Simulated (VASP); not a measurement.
MoSe2:

```
CELL_PARAMETERS angstrom
3.35265 0.00000 0.00000
-1.67632 2.90348 0.00000
0.00000 0.00000 16.18476
ATOMIC_POSITIONS crystal
Mo 0.33333 0.66667 0.25000
Mo 0.66667 0.33333 0.75000
Se 0.33333 0.66667 0.64594
Se 0.66667 0.33333 0.14594
Se 0.33333 0.66667 0.85406
Se 0.66667 0.33333 0.35406
```

```yaml
Program: VASP 6.6.1
Task: relaxation of shape and atoms at fixed volume
Functional: PBE
Potentials_or_basis: VASP PAW PBE potentials, release 64 (Mo_sv, Se)
Cutoff: 500 eV
k_mesh: 9 × 9 × 2
Occupations: gaussian, width 0.02 eV
Spin: no spin polarisation
```

At the start: pressure -2.4 GPa; volume 26.26 Å³/atom.

Task: How do energy, volume and symmetry change on relaxing?

Result: Over 8 steps the energy falls by 5.2 meV/atom; space group P6_3/mmc (No. 194, to 0.1 Å) before and after.

Step by step:
```csv
step,energy change (eV),largest force (eV/Å),pressure (GPa),volume (Å³)
1,0.0000,0.3729,-2.43,157.55
2,-0.0155,0.0732,-1.37,157.55
3,-0.0158,0.0287,-1.21,157.55
4,-0.0249,0.0146,-0.78,157.55
5,-0.0309,0.0123,-0.01,157.55
6,-0.0309,0.0115,-0.03,157.55
7,-0.0309,0.0110,-0.11,157.55
8,-0.0310,0.0005,-0.07,157.55
```

Final structure:
```
Mo Se
1.0
     3.32323    0.00000    0.00000
    -1.66162    2.87800    0.00000
     0.00000    0.00000   16.47256
Mo Se
2 4
Direct
  0.33333 0.66667 0.25000
  0.66667 0.33333 0.75000
  0.33333 0.66667 0.64862
  0.66667 0.33333 0.14862
  0.33333 0.66667 0.85138
  0.66667 0.33333 0.35138
```

Caveat: this functional lacks dispersion, which binds layers or chains, so the pressure and a relaxed spacing across them are unreliable.
